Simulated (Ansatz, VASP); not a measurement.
## One calculation of HfN, two programs

```xyz
4
Lattice="3.1746 0.0000 0.0000 -1.5873 2.7493 0.0000 0.0000 0.0000 5.3909" Properties=species:S:1:pos:R:3 pbc="T T T"
Hf    1.5873    0.9164    4.0432
Hf    0.0000    1.8329    1.3477
N     0.0000    0.0000    0.0000
N     0.0000    0.0000    2.6955
```

Change from the starting cell: strain +0.015 along x and y, +0.000 along z, atoms carried along.

Alike in both runs: task single point; functional PBEsol; k mesh 18 × 18 × 10; occupations gaussian, width 0.15 eV; no spin polarisation.

|  | VASP | Ansatz |
| --- | --- | --- |
| version | VASP 6.6.1 | Ansatz 0.2.0 |
| potentials or method | VASP PAW PBE potentials, release 64 (Hf_pv, N), cutoff 520 eV | scalar-relativistic, plane waves, PAW |
| valence electrons in the cell | 30 | 62 |

```tsv
	VASP	Ansatz	Ansatz less VASP
gap on the k mesh at the Fermi level (eV)	none	none	-
pressure (GPa)	-9.8	-7.8	+2.00
traceless stress, the component that is largest in VASP (GPa)	4.34	4.22	-0.115
```

VASP's potentials were made for PBE, not for PBEsol. A gap of «none» marks a metal or a gap that the smearing closes. VASP's potentials hold 30 valence electrons a cell and Ansatz's 62, so a difference there can come from the potentials and not from the codes.

Neither program's run includes spin-orbit coupling.
